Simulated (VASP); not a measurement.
Write the native input for VASP 6.6.1 that does the following.

| Property | Result |
| --- | --- |
| Task | single point |
| Functional | r2SCAN |
| Dispersion | rVV10 |
| Potentials or basis | VASP PAW PBE potentials, release 64 (C) |
| Cutoff | 520 eV |
| k mesh | 13 × 13 × 13 |
| Occupations | fermi-dirac, width 0.05 eV |
| Spin | no spin polarisation |
| Dipole correction | no |
| Further INCAR settings | ALGO = Normal; EDIFF = 1e-07; NBANDS = 11 |

Crystal: C.

```
CELL_PARAMETERS angstrom
0.00000 1.78337 1.78337
1.78337 0.00000 1.78337
1.78337 1.78337 0.00000
ATOMIC_POSITIONS crystal
C 0.75000 0.75000 0.75000
C 0.50000 0.50000 0.50000
```

These files were run (other wordings do the same):

POSCAR

```
C
1.0
    0.0000000000      1.7833700000      1.7833700000
    1.7833700000      0.0000000000      1.7833700000
    1.7833700000      1.7833700000      0.0000000000
C
2
Direct
    0.7500000000      0.7500000000      0.7500000000
    0.5000000000      0.5000000000      0.5000000000
```

INCAR.step1

```
SYSTEM = C
PREC = Accurate
ENCUT = 520
ISMEAR = -1
SIGMA = 0.05
LREAL = .False.
LASPH = .True.
NELM = 80
NBANDS = 11
GGA = PE
ALGO = Normal
EDIFF = 1E-4
LWAVE = .True.
LCHARG = .False.
```

INCAR.step2

```
SYSTEM = C
PREC = Accurate
ENCUT = 520
EDIFF = 1E-7
ISMEAR = -1
SIGMA = 0.05
LREAL = .False.
LASPH = .True.
NELM = 80
ALGO = Normal
ISIF = 2
LWAVE = .False.
LCHARG = .False.
METAGGA = R2SCAN
LMIXTAU = .True.
LUSE_VDW = .True.
IVDW_NL = 2
BPARAM = 11.95
CPARAM = 0.0093
NBANDS = 11
ISTART = 1
```

KPOINTS

```
Automatic mesh
0
Gamma
  13 13 13
  0 0 0
```

Potentials or basis: VASP PAW PBE potentials, release 64 (C).

Launch:

```sh
$ cat potpaw_PBE.64/C/POTCAR > POTCAR
$ cp INCAR.step1 INCAR
$ mpirun -np 1 vasp_std > vasp.out
$ cp INCAR.step2 INCAR
$ mpirun -np 1 vasp_std > vasp.out
```

Results of the run:

| Property | Result |
| --- | --- |
| Pressure | -2.2 GPa |
| Band gap on the k mesh | 4.31 eV, indirect (least direct gap 5.83 eV) |

Caveat: the PAW data sets were made with another functional, which shifts forces and pressure a little.

It took 32 s on 1 thread of Intel(R) Xeon(R) 6975P-C (Granite Rapids), with other jobs on the host, peak memory 0.17 GiB.
